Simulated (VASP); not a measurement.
# Te2Mo (P6_3/mmc) in VASP: a series of runs

Te2Mo is run at these levels: PBEsol; tasks: single point.

Everything below comes from runs of VASP 6.6.1. Logs are shortened: lines on timing, memory, paths and dates and some standing lists are left out, and cuts for length are marked.

## 1. The cell of the first run

It takes space group P6_3/mmc (No. 194, hexagonal). The conventional cell has a = 3.494 Å, b = 3.494 Å, c = 13.165 Å, α = 90.00°, β = 90.00°, γ = 120.00°. Te (site symmetry 3m) has 3 Mo at 2.70 Å and 10 Te at 3.49 to 3.62 Å within 3.7 Å. Within 3.6 Å of Mo (site symmetry -6m2) lie 6 Te at 2.70 Å and 6 Mo at 3.49 Å.

## 2. Single point, PBEsol (strain along c alone, the other axes held: -6.0 %, then relaxed in part)

Input file INCAR:

```
  PREC = Accurate
  ENCUT = 520
  EDIFF = 1E-6
  ISMEAR = 0
  SIGMA = 0.02
  LREAL = F
  LASPH = T
  NELM = 80
  ALGO = Normal
  ISIF = 2
  LWAVE = F
  LCHARG = F
  GGA = PS
  NBANDS = 35
```

Input file KPOINTS:

```
Automatic mesh
0
Gamma
  12 12 2
```

Input file POSCAR:

```
Te2Mo
1.0
    3.4941841252      0.0000000000      0.0000000000
   -1.7470920626      3.0260522179      0.0000000000
    0.0000000000      0.0000000000     13.1652901879
Te Mo
4 2
Direct
    0.3333333333      0.6666666667      0.6140845950
    0.6666666667      0.3333333333      0.1140845950
    0.6666666667      0.3333333333      0.3859154050
    0.3333333333      0.6666666667      0.8859154050
    0.3333333333      0.6666666667      0.2500000000
    0.6666666667      0.3333333333      0.7500000000
```

Potentials or basis: VASP PAW PBE potentials, release 64 (Te, Mo_sv).

Command:

```bash
$ cat potpaw_PBE.64/Te/POTCAR potpaw_PBE.64/Mo_sv/POTCAR > POTCAR
$ mpirun -np 1 vasp_std > vasp.out
```

OUTCAR:

```text
PREC = Accurate
   ENCUT = 520
   EDIFF = 1E-6
   ISMEAR = 0
   LREAL = F
   LASPH = T
   NELM = 80
   ISIF = 2
   GGA = PS

 ion  position               nearest neighbor table
   1  0.333  0.667  0.614-   6 2.70   6 2.70   6 2.70   4 3.58   3 3.62   3 3.62   3 3.62
   2  0.667  0.333  0.114-   5 2.70   5 2.70   5 2.70   3 3.58   4 3.62   4 3.62   4 3.62
   3  0.667  0.333  0.386-   5 2.70   5 2.70   5 2.70   2 3.58   1 3.62   1 3.62   1 3.62
   4  0.333  0.667  0.886-   6 2.70   6 2.70   6 2.70   1 3.58   2 3.62   2 3.62   2 3.62
   5  0.333  0.667  0.250-   2 2.70   3 2.70   2 2.70   3 2.70   2 2.70   3 2.70
   6  0.667  0.333  0.750-   1 2.70   4 2.70   1 2.70   4 2.70   1 2.70   4 2.70

  LATTYP: Found a hexagonal cell.
 ALAT       =     3.4941841252
 C/A-ratio  =     3.7677723085

  Lattice vectors:

 A1 = (   3.4941841252,   0.0000000000,   0.0000000000)
 A2 = (  -1.7470920626,   3.0260522179,   0.0000000000)
 A3 = (   0.0000000000,   0.0000000000,  13.1652901879)

Analysis of symmetry for initial positions (statically):
=====================================================================
 Subroutine PRICEL returns:
 Original cell was already a primitive cell.

 Routine SETGRP: Setting up the symmetry group for a
 hexagonal supercell.

 Subroutine GETGRP returns: Found 24 space group operations
 (whereof 12 operations were pure point group operations)
 out of a pool of 24 trial point group operations.

The static configuration has the point symmetry D_3d.
 The point group associated with its full space group is D_6h.

Analysis of symmetry for dynamics (positions and initial velocities):
=====================================================================
 Subroutine PRICEL returns:
 Original cell was already a primitive cell.

 Routine SETGRP: Setting up the symmetry group for a
 hexagonal supercell.

 Subroutine GETGRP returns: Found 24 space group operations
 (whereof 12 operations were pure point group operations)
 out of a pool of 24 trial point group operations.

The dynamic configuration has the point symmetry D_3d.
 The point group associated with its full space group is D_6h.

 Subroutine INISYM returns: Found 24 space group operations
 (whereof 12 operations are pure point group operations),
 and found     1 'primitive' translations

----------------------------------------------------------------------------------------

                                     Primitive cell

  volume of cell :     139.2043

  direct lattice vectors                    reciprocal lattice vectors
     3.494184125  0.000000000  0.000000000     0.286189841  0.165231782  0.000000000
    -1.747092063  3.026052218  0.000000000     0.000000000  0.330463564  0.000000000
     0.000000000  0.000000000 13.165290188     0.000000000  0.000000000  0.075957308

  length of vectors
     3.494184125  3.494184125 13.165290188     0.330463564  0.330463564  0.075957308

  position of ions in fractional coordinates (direct lattice)
     0.333333333  0.666666667  0.614084595
     0.666666667  0.333333333  0.114084595
     0.666666667  0.333333333  0.385915405
     0.333333333  0.666666667  0.885915405
     0.333333333  0.666666667  0.250000000
     0.666666667  0.333333333  0.750000000

  ion indices of the primitive-cell ions
   primitive index   ion index
                 1           1
                 2           2
                 3           3
                 4           4
                 5           5
                 6           6

----------------------------------------------------------------------------------------

 KPOINTS: Automatic mesh

Automatic generation of k-mesh.
 Grid dimensions read from file:
 generate k-points for:   12   12    2

 Generating k-lattice:

  Cartesian coordinates                     Fractional coordinates (reciprocal lattice)
     0.023849153  0.013769315  0.000000000     0.083333333  0.000000000  0.000000000
     0.000000000  0.027538630  0.000000000     0.000000000  0.083333333  0.000000000
     0.000000000  0.000000000  0.037978654     0.000000000  0.000000000  0.500000000

  Length of vectors
     0.027538630  0.027538630  0.037978654

  Shift w.r.t. Gamma in fractional coordinates (k-lattice)
     0.000000000  0.000000000  0.000000000

 Subroutine IBZKPT returns following result:
 ===========================================

 Found     38 irreducible k-points:

 Following reciprocal coordinates:
            Coordinates               Weight
  0.000000  0.000000  0.000000      1.000000
  0.083333  0.000000  0.000000      6.000000
  0.166667  0.000000  0.000000      6.000000
  0.250000  0.000000  0.000000      6.000000
  0.333333  0.000000  0.000000      6.000000
  0.416667  0.000000  0.000000      6.000000
[... 16 lines left out ...]
  0.250000  0.000000  0.500000      6.000000
  0.333333  0.000000  0.500000      6.000000
 [... further k-points ...]
   k-points           NKPTS =     38   k-points in BZ     NKDIM =     38   number of bands    NBANDS=     35
   number of dos      NEDOS =    301   number of ions     NIONS =      6
   total plane-waves  NPLWV =  76832
   dimension x,y,z NGX =    28 NGY =   28 NGZ =   98
   dimension x,y,z NGXF=    56 NGYF=   56 NGZF=  196
   ions per type =               4   2
   NGX,Y,Z   is equivalent  to a cutoff of  13.32, 13.32, 12.38 a.u.
   NGXF,Y,Z  is equivalent  to a cutoff of  26.64, 26.64, 24.75 a.u.
 SYSTEM =  unknown system
   PREC   = accura    normal or accurate (medium, high low for compatibility)
   ISTART =      0    job   : 0-new  1-cont  2-samecut
   ICHARG =      2    charge: 1-file 2-atom 10-const
   ISPIN  =      1    spin polarized calculation?
   LNONCOLLINEAR =      F non collinear calculations
   LSORBIT =      F    spin-orbit coupling
   LASPH  =      T    aspherical Exc in radial PAW
   ENCUT  =  520.0 eV  38.22 Ry    6.18 a.u.   6.50  6.50 24.48*2*pi/ulx,y,z
   NELM   =     80;   NELMIN=  2; NELMDL= -5     # of ELM steps
   EDIFF  = 0.1E-05   stopping-criterion for ELM
   LREAL  =      F    real-space projection
   EDIFFG = 0.1E-04   stopping-criterion for IOM
   NSW    =      0    number of steps for IOM
   IBRION =     -1    ionic relax: 0-MD 1-quasi-New 2-CG
   NFREE  =      0    steps in history (QN), initial steepest desc. (CG)
   ISIF   =      2    stress and relaxation
   ISYM   =      2    0-nonsym 1-usesym 2-fastsym
   POTIM  = 0.5000    time-step for ionic-motion
   TEBEG  =    0.0;   TEEND  =   0.0 temperature during run
   PSTRESS=    0.0 pullay stress
   NELECT =      52.0000    total number of electrons
   NUPDOWN=      -1.0000    fix difference up-down
   EMIN   =  10.00;   EMAX   =-10.00  energy-range for DOS
   EFERMI =   0.00;   METHOD = LEGACY
   ISMEAR =     0;   SIGMA  =   0.02  broadening in eV -4-tet -1-fermi 0-gaus
   EFERMI_NEDOS =   21; number of points for ismear=-14 and -15
   IALGO  =     38    algorithm
   IMIX   =      4    mixing-type and parameters
     AMIX     =   0.40;   BMIX     =  1.00
     AMIX_MAG =   1.60;   BMIX_MAG =  1.00
  volume/ion in A,a.u.               =      23.20       156.57
  Fermi-wavevector in a.u.,A,eV,Ry     =   1.179031  2.228045 18.913637  1.390113
  Thomas-Fermi vector in A             =   2.315349
   LORBIT       =      0    0 simple, 1 ext, 2 COOP (PROOUT), +10 PAW based schemes
   GGA     = PS    functional components
   LHFCALC =     F    Hartree Fock is set to
   AEXX    =    0.0000 exact exchange contribution
   IVDW    =     0    specifies the selected vdW correction
   LEPSILON=     F    determine dielectric tensor
   LRPA    =     F    only Hartree local field effects (RPA)
 non-spin polarized calculation
 Gauss-broadening in eV      SIGMA  =   0.02
  energy-cutoff  :      520.00
  volume of cell :      139.20
 maximum number of plane-waves:      3805
 NGX is ok and might be reduce to    28
   NGX = 13   NGY = 13   NGZ = 49

 number of electron      52.0000001 magnetization

 Free energy of the ion-electron system (eV)
  ---------------------------------------------------
  ext. energy  EPLUGINS =         0.00000000
  ---------------------------------------------------
  free energy    TOTEN  =       -39.29236816 eV

  energy without entropy =      -39.29236816  energy(sigma->0) =      -39.29236816

 E-fermi :   9.5527     XC(G=0): -11.0007

 val. band max:        9.4532389191   @ k =   0.0833   0.0000   0.0000
 cond. band min:       9.6820066326   @ k =   0.2500   0.1667   0.0000
 fundamental gap:      0.2287677135
 Fermi energy:         9.5526775960

 k-point     1 :       0.0000    0.0000    0.0000
  band No.  band energies     occupation
      1     -51.6949      2.00000
      2     -51.6949      2.00000
      3     -25.9015      2.00000
      4     -25.9014      2.00000
      5     -25.7703      2.00000
      6     -25.7703      2.00000
[... 27 lines left out ...]
     34      12.5726      0.00000
     35      14.9332      0.00000

 k-point     2 :       0.0833    0.0000    0.0000
  band No.  band energies     occupation
      1     -51.6941      2.00000
      2     -51.6941      2.00000
      3     -25.8993      2.00000
      4     -25.8992      2.00000
      5     -25.7801      2.00000
      6     -25.7801      2.00000
[... 27 lines left out ...]
     34      12.3900      0.00000
     35      15.4399      0.00000

 k-point     3 :       0.1667    0.0000    0.0000
  band No.  band energies     occupation
      1     -51.6921      2.00000
      2     -51.6921      2.00000
      3     -25.8933      2.00000
      4     -25.8932      2.00000
      5     -25.8067      2.00000
      6     -25.8067      2.00000
[... 27 lines left out ...]
     34      12.5831      0.00000
     35      15.5821      0.00000
[... 723 lines left out ...]
 k-point    23 :       0.2500    0.0000    0.5000
  band No.  band energies     occupation
      1     -51.6893      2.00000
      2     -51.6893      2.00000
      3     -25.8850      2.00000
      4     -25.8850      2.00000
      5     -25.8428      2.00000
      6     -25.8428      2.00000
[... 27 lines left out ...]
     34      12.5232      0.00000
     35      14.8865      0.00000

 k-point    24 :       0.3333    0.0000    0.5000
  band No.  band energies     occupation
      1     -51.6865      2.00000
      2     -51.6865      2.00000
      3     -25.8787      2.00000
      4     -25.8787      2.00000
      5     -25.8768      2.00000
      6     -25.8768      2.00000
[... 27 lines left out ...]
     34      12.5855      0.00000
     35      14.0134      0.00000

 [... further k-points ...]

------------------------ aborting loop because EDIFF is reached ----------------------------------------

  FORCE on cell =-STRESS in cart. coord.  units (eV):
  Direction    XX          YY          ZZ          XY          YZ          ZX
  --------------------------------------------------------------------------------------
  -------------------------------------------------------------------------------------
  Total        1.1184306      1.1184306      4.1055532      0.0000000     -0.0000000     -0.0000000
  in kB       12.8726207     12.8726207     47.2530257      0.0000000     -0.0000000     -0.0000000
  external PRESSURE =      24.3327557 kB  Pullay stress =       0.0000000 kB

 VOLUME and BASIS-vectors are now :
 -----------------------------------------------------------------------------
  energy-cutoff  :      520.00
  volume of cell :      139.20
      direct lattice vectors                 reciprocal lattice vectors
     3.494184125  0.000000000  0.000000000     0.286189841  0.165231782  0.000000000
    -1.747092063  3.026052218  0.000000000     0.000000000  0.330463564  0.000000000
     0.000000000  0.000000000 13.165290188     0.000000000  0.000000000  0.075957308

 POSITION                                       TOTAL-FORCE (eV/Angst)
 -----------------------------------------------------------------------------------
     -0.00000      2.01737      8.08460         0.000000     -0.000000     -0.029509
      1.74709      1.00868      1.50196         0.000000     -0.000000     -0.029509
      1.74709      1.00868      5.08069         0.000000      0.000000      0.029509
     -0.00000      2.01737     11.66333        -0.000000     -0.000000      0.029509
     -0.00000      2.01737      3.29132        -0.000000      0.000000      0.000000
      1.74709      1.00868      9.87397         0.000000     -0.000000      0.000000
 -----------------------------------------------------------------------------------
    total drift:                               -0.000000      0.000000     -0.000000

  FREE ENERGIE OF THE ION-ELECTRON SYSTEM (eV)
  ---------------------------------------------------
  free  energy   TOTEN  =       -39.2923681611 eV

  energy  without entropy=      -39.2923681611  energy(sigma->0) =      -39.29236816
```

Run time: 5.6 min. Hardware: 1 thread of Intel Xeon 8259CL, shared host; peak memory 0.35 GiB.

Results:

* Free energy: -39.2924 eV
* Pressure: 2.4 GPa
* Largest force: 0.030 eV/Å
* Band gap on the k mesh: 0.23 eV (least direct gap 0.92 eV)

Forces in eV/Å, atoms in the order of the input:
```
Te   0.000  0.000 -0.030
Te   0.000  0.000 -0.030
Te   0.000  0.000  0.030
Te   0.000  0.000  0.030
Mo   0.000  0.000  0.000
Mo   0.000  0.000  0.000
```

Levels at points of the mesh, in eV from the valence-band top:
```tsv
k point	band 23	band 24	band 25	band 26	band 27	band 28	band 29	band 30
(0.00, 0.00, 0.00)	-1.49	-1.49	-0.15	-0.02	2.43	2.43	2.61	2.61
(0.50, 0.00, 0.00)	-1.60	-1.44	-1.24	-0.67	0.81	0.92	1.00	1.45
(0.00, 0.00, 0.50)	-1.52	-1.52	-0.11	-0.11	2.46	2.46	2.46	2.46
(0.50, 0.00, 0.50)	-1.47	-1.47	-0.96	-0.96	0.85	0.85	1.26	1.26
```

Caveat: the cell differs from its parent crystal (strain along c alone, the other axes held: -6.0 %, then relaxed in part); semilocal functionals underestimate gaps, and a narrow one can read as zero; the PAW data sets were made with another functional, which shifts forces and pressure a little; spin-orbit coupling is left out, which moves the levels of the heavy elements; this functional lacks dispersion, which binds layers or chains, so the pressure and a relaxed spacing across them are unreliable.

## 3. Single point, PBEsol (strain along c alone, the other axes held: -4.0 %, then relaxed in part)

Input file INCAR:

```
ALGO = Normal
EDIFF = 1E-7
ENCUT = 520
GGA = PS
ISIF = 2
ISMEAR = 0
LASPH = T
LCHARG = F
LREAL = F
LWAVE = F
NBANDS = 35
NELM = 60
PREC = Accurate
SIGMA = 0.02
```

Input file KPOINTS:

```
k-points
0
Gamma
  12 12 2
```

Input file POSCAR:

```
Te2Mo
1.0
    3.4941841252      0.0000000000      0.0000000000
   -1.7470920626      3.0260522179      0.0000000000
    0.0000000000      0.0000000000     13.4454027451
Te Mo
4 2
Direct
    0.3333333333      0.6666666667      0.6163533163
    0.6666666667      0.3333333333      0.1163533163
    0.6666666667      0.3333333333      0.3836466837
    0.3333333333      0.6666666667      0.8836466837
    0.3333333333      0.6666666667      0.2500000000
    0.6666666667      0.3333333333      0.7500000000
```

Potentials or basis: VASP PAW PBE potentials, release 64 (Te, Mo_sv).

Command:

```bash
$ cat potpaw_PBE.64/Te/POTCAR potpaw_PBE.64/Mo_sv/POTCAR > POTCAR
$ mpirun -np 1 vasp_std > vasp.out
```

Run time: 5.3 min. Hardware: 1 thread of Intel Xeon 8259CL, shared host; peak memory 0.35 GiB.

It converged, with:

```
Free energy            : -39.3561 eV
Pressure               : 1.4 GPa
Largest force          : 0.029 eV/Å
Band gap on the k mesh : 0.47 eV (least direct gap 1.01 eV)
```

Forces in eV/Å, atoms in the order of the input:
```
Te   0.000  0.000 -0.029
Te   0.000  0.000 -0.029
Te   0.000  0.000  0.029
Te   0.000  0.000  0.029
Mo   0.000  0.000  0.000
Mo   0.000  0.000  0.000
```

Stress tensor (GPa, compression positive):
```
0.72 0.00 0.00
0.00 0.72 0.00
0.00 0.00 2.62
```

Levels at points of the mesh, in eV from the valence-band top:
```tsv
k point	band 23	band 24	band 25	band 26	band 27	band 28	band 29	band 30
(0.00, 0.00, 0.00)	-1.24	-1.24	-0.10	-0.05	2.70	2.70	2.91	2.91
(0.50, 0.00, 0.00)	-1.33	-1.22	-0.91	-0.45	1.06	1.15	1.23	1.66
(0.00, 0.00, 0.50)	-1.27	-1.27	-0.06	-0.06	2.74	2.74	2.74	2.74
(0.50, 0.00, 0.50)	-1.24	-1.24	-0.68	-0.68	1.10	1.10	1.47	1.47
```

Caveat: the cell differs from its parent crystal (strain along c alone, the other axes held: -4.0 %, then relaxed in part); semilocal functionals underestimate gaps, and a narrow one can read as zero; the PAW data sets were made with another functional, which shifts forces and pressure a little; spin-orbit coupling is left out, which moves the levels of the heavy elements; this functional lacks dispersion, which binds layers or chains, so the pressure and a relaxed spacing across them are unreliable. A k mesh can miss the band edges.
